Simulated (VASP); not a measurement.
A run of VASP 6.6.1 is set up as follows.

The input INCAR:

```
SYSTEM = ZnS
ALGO = Normal
EDIFF = 1E-7
ENCUT = 520
ISIF = 2
ISMEAR = 0
LASPH = .True.
LCHARG = .True.
LELF = .True.
LREAL = .False.
LVHAR = .True.
LWAVE = .False.
NBANDS = 16
NELM = 100
PREC = Accurate
SIGMA = 0.01
```

File KPOINTS:

```
k-points
0
Gamma
  8 8 8
  0 0 0
```

POSCAR

```
ZnS
1.0
    0.0000000000      2.6484691264      2.6484691264
    2.6484691264      0.0000000000      2.6484691264
    2.6484691264      2.6484691264      0.0000000000
Zn S
1 1
Direct
    0.7500000000      0.7500000000      0.7500000000
    0.0000000000      0.0000000000      0.0000000000
```

Potentials or basis: VASP PAW LDA potentials, release 64 (Zn, S).

Command:

```console
$ cat potpaw_LDA.64/Zn/POTCAR potpaw_LDA.64/S/POTCAR > POTCAR
$ mpirun -np 1 vasp_std > vasp.out
```

(1) Predict the band gap on the k mesh.

(2) What does it give for the pressure?

Answers

(1) 2.16 eV, direct.

(2) 0.3 GPa.

**Measured values to compare with.**

“Electronic, vibrational, and thermodynamic properties of ZnS (zincblende and rocksalt structure)”, 2009, arxiv:0911.5022 quotes, for a bulk crystal of ZnS at 19 K: band gap 3.85 eV (direct).

Against the measured gap of ZnS, 3.85 eV (direct; 19 K; quoted in “Electronic, vibrational, and thermodynamic properties of ZnS (zincblende and rocksalt structure)”, 2009, arxiv:0911.5022), the calculated 2.16 eV is off by -1.69 eV. The value is that of LDA, without temperature or zero-point motion. Semilocal functionals fall short of measured gaps as a rule.
